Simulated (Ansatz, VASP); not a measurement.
## Ca in VASP and in Ansatz

The input INCAR:

```
SYSTEM = Ca
ALGO = Fast ; EDIFF = 1E-6
ENCUT = 520 ; GGA = PE
ISIF = 2 ; ISMEAR = 0
LASPH = .TRUE. ; LCHARG = .FALSE.
LREAL = .FALSE. ; LWAVE = .FALSE.
NBANDS = 11 ; NELM = 80
PREC = Accurate ; SIGMA = 0.1
```

KPOINTS

```
k-points
0
G
  14 14 14
  0 0 0
```

File POSCAR:

```
Ca
1.0
    0.0000000000      2.7866556600      2.7866556600
    2.7866556600      0.0000000000      2.7866556600
    2.7866556600      2.7866556600      0.0000000000
Ca
1
Direct
    0.0000000000      0.0000000000      0.0000000000
```

Input for Ansatz:

```yaml
crystal:
  lattice:
    - [0.0, 2.78665566, 2.78665566]
    - [2.78665566, 0.0, 2.78665566]
    - [2.78665566, 2.78665566, 0.0]
  atoms:
    - { symbol: Ca, position: [0.0, 0.0, 0.0] }
basis:
  ecutwfc: 420
kpoints:
  mp_grid: { grid: [14, 14, 14] }
hamiltonian:
  xc: pbe
scf:
  occupations: { method: gaussian, width: 0.1 }
output:
  forces: true
  stress: true
  eigenvalues: true
```

Alike in both runs: task single point; functional PBE; k mesh 14 × 14 × 14; occupations gaussian, width 0.1 eV; no spin polarisation.

|  | VASP | Ansatz |
| --- | --- | --- |
| version | VASP 6.6.1 | Ansatz 0.2.0 |
| potentials or method | VASP PAW PBE potentials, release 64 (Ca_sv), cutoff 520 eV | scalar-relativistic, plane waves, PAW |
| valence electrons in the cell | 10 | 10 |

```csv
,VASP,Ansatz,Ansatz less VASP
gap on the k mesh at the Fermi level (eV),none,none,-
pressure (GPa),-0.4,-0.4,0.00
```

A gap of «none» marks a metal or a gap that the smearing closes.
